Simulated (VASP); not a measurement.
# TaAs (Fm-3m) in VASP: further runs, part 2 of 2

VASP 6.6.1.

## 4. Single point, PBE (18.98 Å³/atom)

This run uses another cell than the first one, of 18.98 Å³/atom.

Input file INCAR:

```
SYSTEM = TaAs
PREC = Accurate ; ENCUT = 500
EDIFF = 1E-6 ; ISMEAR = 0
SIGMA = 0.05 ; LREAL = .False.
LASPH = .True. ; NELM = 120
ALGO = Normal ; ISIF = 2
LWAVE = .False. ; LCHARG = .False.
GGA = PE ; NBANDS = 15
GGA_COMPAT = .False.
```

Input file KPOINTS:

```
Automatic mesh
0
Gamma
  12 12 12
  0 0 0
```

Input file POSCAR:

```
TaAs
1.0
    0.0000000000      2.6675220976      2.6675220976
    2.6675220976      0.0000000000      2.6675220976
    2.6675220976      2.6675220976      0.0000000000
Ta As
1 1
Direct
    0.5000000000      0.5000000000      0.5000000000
    0.0000000000      0.0000000000      0.0000000000
```

Potentials or basis: VASP PAW PBE potentials, release 64 (Ta_pv, As).

Started as:

```sh
> cat potpaw_PBE.64/Ta_pv/POTCAR potpaw_PBE.64/As/POTCAR > POTCAR
> mpirun -np 1 vasp_std > vasp.out
```

OUTCAR:

```text
SYSTEM = TaAs
   PREC = Accurate
   ENCUT = 500
   EDIFF = 1E-6
   ISMEAR = 0
   LREAL = .False.
   LASPH = .True.
   NELM = 120
   ISIF = 2
   GGA = PE

 ion  position               nearest neighbor table
   1  0.500  0.500  0.500-   2 2.67   2 2.67   2 2.67   2 2.67   2 2.67   2 2.67
   2  0.000  0.000  0.000-   1 2.67   1 2.67   1 2.67   1 2.67   1 2.67   1 2.67

  LATTYP: Found a face centered cubic cell.
 ALAT       =     5.3350441952

  Lattice vectors:

 A1 = (   0.0000000000,   2.6675220976,   2.6675220976)
 A2 = (   2.6675220976,   0.0000000000,   2.6675220976)
 A3 = (   2.6675220976,   2.6675220976,   0.0000000000)
[... 609 lines left out ...]
     12      11.2993      0.00000
     13      11.9046      0.00000
     14      14.9719      0.00000
     15      15.5371      0.00000

 [... further k-points ...]
[... 5 lines left out ...]
  --------------------------------------------------------------------------------------
  -------------------------------------------------------------------------------------
  Total       -1.2389676     -1.2389676     -1.2389676      0.0000000      0.0000000      0.0000000
  in kB      -52.2897372    -52.2897372    -52.2897372      0.0000000      0.0000000      0.0000000
  external PRESSURE =     -52.2897372 kB  Pullay stress =       0.0000000 kB

 VOLUME and BASIS-vectors are now :
 -----------------------------------------------------------------------------
  energy-cutoff  :      500.00
  volume of cell :       37.96
      direct lattice vectors                 reciprocal lattice vectors
     0.000000000  2.667522098  2.667522098    -0.187439872  0.187439872  0.187439872
     2.667522098  0.000000000  2.667522098     0.187439872 -0.187439872  0.187439872
     2.667522098  2.667522098  0.000000000     0.187439872  0.187439872 -0.187439872

 POSITION                                       TOTAL-FORCE (eV/Angst)
 -----------------------------------------------------------------------------------
      2.66752      2.66752      2.66752        -0.000000     -0.000000     -0.000000
      0.00000      0.00000      0.00000         0.000000      0.000000      0.000000
 -----------------------------------------------------------------------------------
    total drift:                                0.000000      0.000000      0.000000

  FREE ENERGIE OF THE ION-ELECTRON SYSTEM (eV)
  ---------------------------------------------------
  free  energy   TOTEN  =       -16.3918703443 eV

  energy  without entropy=      -16.3889771835  energy(sigma->0) =      -16.39042376
```

OSZICAR:

```text
N       E                     dE             d eps       ncg     rms          rms(c)
DAV:   1     0.843946578010E+02    0.84395E+02   -0.83997E+03  2160   0.994E+02
DAV:   2    -0.151437115309E+02   -0.99538E+02   -0.94619E+02  2734   0.253E+02
DAV:   3    -0.174833289830E+02   -0.23396E+01   -0.23135E+01  2601   0.346E+01
DAV:   4    -0.174955822410E+02   -0.12253E-01   -0.12249E-01  2636   0.282E+00
DAV:   5    -0.174956822295E+02   -0.99988E-04   -0.99987E-04  2671   0.241E-01    0.123E+01
DAV:   6    -0.164198377541E+02    0.10758E+01   -0.17031E+00  2468   0.110E+01    0.468E+00
DAV:   7    -0.163987476961E+02    0.21090E-01   -0.13483E-01  2545   0.260E+00    0.210E+00
DAV:   8    -0.163924237206E+02    0.63240E-02   -0.14842E-02  2293   0.728E-01    0.230E-01
DAV:   9    -0.163918933672E+02    0.53035E-03   -0.19738E-03  2489   0.341E-01    0.105E-01
DAV:  10    -0.163918899463E+02    0.34209E-05   -0.37730E-04  2489   0.193E-01    0.213E-02
DAV:  11    -0.163918731388E+02    0.16807E-04   -0.28682E-05  2629   0.536E-02    0.123E-02
DAV:  12    -0.163918703925E+02    0.27463E-05   -0.49304E-06  2602   0.186E-02    0.308E-03
DAV:  13    -0.163918703443E+02    0.48242E-07   -0.27358E-07  1192   0.507E-03
   1 F= -.16391870E+02 E0= -.16390424E+02  d E =-.289316E-02
```

stdout:

```text
POSCAR found type information on POSCAR TaAs
 POSCAR found :  2 types and       2 ions
 scaLAPACK will be used
 LDA part: xc-table for (Slater+PW92), standard interpolation
 POSCAR, INCAR and KPOINTS ok, starting setup
 FFT: planning ... GRIDC
 FFT: planning ... GRID_SOFT
 FFT: planning ... GRID
 WAVECAR not read
 entering main loop
```

Wall time 41 s (1 thread of Intel Xeon 8259CL, shared host); peak memory 0.19 GiB.

What came out:

```
Free energy            : -16.3919 eV
Pressure               : -5.2 GPa
Band gap on the k mesh : zero (bands 8 and 9 overlap by 2.05 eV)
```

Caveat: the cell stands under tension; spin-orbit coupling is left out, which moves the levels of the heavy elements.

## 5. Overview

| level | potentials or basis | cell | gap on the mesh (eV) | pressure (GPa) |
| --- | --- | --- | --- | --- |
| LDA | VASP PAW LDA potentials, release 64 (Ta_pv, As) | a = 3.723 Å, angles 60.0°, 2 atoms | none | -8.0 |
| PBE | VASP PAW PBE potentials, release 64 (Ta_pv, As) | a = 3.748 Å, angles 60.0°, 2 atoms | none | -2.6 |
| PBE | VASP PAW PBE potentials, release 64 (Ta_pv, As) | a = 3.772 Å, angles 60.0°, 2 atoms | none | -5.2 |

Alike in all rows: task single point; no spin polarisation; k mesh 12 × 12 × 12; cutoff (eV) 500; smearing gaussian 0.05 eV.

Caveats: spin-orbit coupling is left out, which moves the levels of the heavy elements; the cell stands under tension (at least some runs).

Total energies depend on the potentials used, so only differences within one code and one set of settings carry meaning.
